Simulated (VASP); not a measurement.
Input of a VASP 6.6.1 run:

INCAR

```
  ALGO = Fast
  EDIFF = 1E-6
  ENCUT = 520
  GGA = PE
  ISIF = 2
  ISMEAR = 0
  LASPH = T
  LCHARG = T
  LELF = T
  LREAL = F
  LVHAR = T
  LWAVE = F
  NBANDS = 10
  NELM = 60
  PREC = Accurate
  SIGMA = 0.15
```

KPOINTS

```
k-points
0
Gamma
  18 18 18
```

The input POSCAR:

```
Na
1.0
   -2.1771790328      2.1771790328      2.0030047102
    2.1771790328     -2.1771790328      2.0030047102
    2.1771790328      2.1771790328     -2.0030047102
Na
1
Direct
    0.0000000000      0.0000000000      0.0000000000
```

Potentials or basis: VASP PAW PBE potentials, release 64 (Na_pv).

Launch:

```sh
$ cat potpaw_PBE.64/Na_pv/POTCAR > POTCAR
$ mpirun -np 1 vasp_std > vasp.out
```

Q: Estimate the pressure.

A: -0.3 GPa.

Q: What does it give for the band gap on the k mesh?

A: Zero (an odd number of electrons rules out a gap without spin polarisation).

Stress tensor (GPa, compression positive):
```
-0.36  0.00  0.00
 0.00 -0.36  0.00
 0.00  0.00 -0.15
```
